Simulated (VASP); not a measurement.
# CSe2: single point with PBE

The system is CSe2.

```
Se C
1.0
     3.56977   -2.99478    0.00000
     3.56977    2.99478    0.00000
     0.00000    0.00000    9.46265
Se C
4 2
Direct
  0.21242 0.78758 0.87938
  0.78758 0.21242 0.12061
  0.28758 0.71242 0.37938
  0.71242 0.28758 0.62062
  0.00000 0.00000 0.00000
  0.50000 0.50000 0.50000
```

```json
{
 "Program": "VASP 6.6.1",
 "Task": "single point",
 "Functional": "PBE",
 "Potentials or basis": "VASP PAW PBE potentials, release 64 (Se, C)",
 "Cutoff": "600 eV",
 "k mesh": "5 × 5 × 3",
 "Occupations": "fermi-dirac, width 0.025 eV",
 "Spin": "no spin polarisation",
 "Dipole correction": "no",
 "Further INCAR settings": "ALGO = Normal; EDIFF = 1e-06; NBANDS = 25"
}
```

```yaml
Pressure: 0.2 GPa
Largest_force: 0.056 eV/Å
Band_gap_on_the_k_mesh: 2.39 eV (least direct gap 2.45 eV)
```

Forces on the atoms (eV/Å):
```
Se   0.000  0.049  0.027
Se   0.000 -0.049 -0.027
Se   0.000 -0.049  0.027
Se   0.000  0.049 -0.027
C    0.000  0.000  0.000
C    0.000  0.000  0.000
```

Stress tensor (GPa, compression positive):
```
0.32 0.00 0.00
0.00 0.13 0.00
0.00 0.00 0.12
```

Levels at points of the mesh, in eV from the valence-band top:
```csv
k point,band 13,band 14,band 15,band 16,band 17,band 18,band 19,band 20
"(0.00, 0.00, 0.00)",-0.98,-0.73,-0.67,-0.33,2.39,2.64,2.92,3.33
```

It took 3.1 min on 1 thread of Intel Xeon 8259CL (shared host), peak memory 0.38 GiB.

Caveat: this functional lacks dispersion, which holds the molecules together, so the pressure and a relaxed volume are unreliable; an odd mesh through Γ misses points on the zone boundary, where band edges can lie.
